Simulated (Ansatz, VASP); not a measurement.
## Re in VASP and in Ansatz

File INCAR:

```
PREC = Accurate ; ENCUT = 520
EDIFF = 1E-6 ; ISMEAR = 0
SIGMA = 0.024 ; LREAL = F
LASPH = T ; NELM = 100
ALGO = Fast ; ISIF = 2
LWAVE = F ; LCHARG = F
GGA = PE ; NBANDS = 22
```

File KPOINTS:

```
regular mesh
0
Gamma
  11 11 3
```

POSCAR

```
Re
1.0
    2.7663873939      0.0000000000      0.0000000000
   -1.3831936969      2.3957617598      0.0000000000
    0.0000000000      0.0000000000      8.9388451600
Re
4
Direct
    0.6666666667      0.3333333333      0.7500000000
    0.0000000000      0.0000000000      0.5000000000
    0.3333333333      0.6666666667      0.2500000000
    0.0000000000      0.0000000000      0.0000000000
```

The input input.yaml:

```yaml
crystal:
  lattice:
    - [2.7663873939, 0.0, 0.0]
    - [-1.3831936969, 2.3957617598, 0.0]
    - [0.0, 0.0, 8.93884516]
  atoms:
    - { symbol: Re, position: [0.6666666667, 0.3333333333, 0.75] }
    - { symbol: Re, position: [0.0, 0.0, 0.5] }
    - { symbol: Re, position: [0.3333333333, 0.6666666667, 0.25] }
    - { symbol: Re, position: [0.0, 0.0, 0.0] }
hamiltonian:
  xc: pbe
  pseudopotentials: { kind: paw }
kpoints:
  mp_grid: { grid: [11, 11, 3] }
scf:
  occupations: { method: gaussian, width: 0.024 }
output:
  forces: true
  stress: true
  eigenvalues: true
```

Alike in both runs: task single point; functional PBE; k mesh 11 × 11 × 3; occupations gaussian, width 0.024 eV; no spin polarisation.

```csv
,VASP,Ansatz
version,VASP 6.6.1,Ansatz 0.2.0
potentials or method,"VASP PAW PBE potentials, release 64 (Re)",Ansatz PAW
plane-wave cutoff (eV),520,420
valence electrons in the cell,28,60
```

|  | VASP | Ansatz | Ansatz less VASP |
| --- | --- | --- | --- |
| gap on the k mesh at the Fermi level (eV) | none | none | - |
| pressure (GPa) | 2.9 | 3.4 | +0.47 |
| traceless stress, the component that is largest in VASP (GPa) | 0.51 | 0.53 | +0.017 |

A gap of «none» marks a metal or a gap that the smearing closes. VASP's potentials hold 28 valence electrons a cell and Ansatz's 60, so a difference there can come from the potentials and not from the codes.

Neither program's run includes spin-orbit coupling.
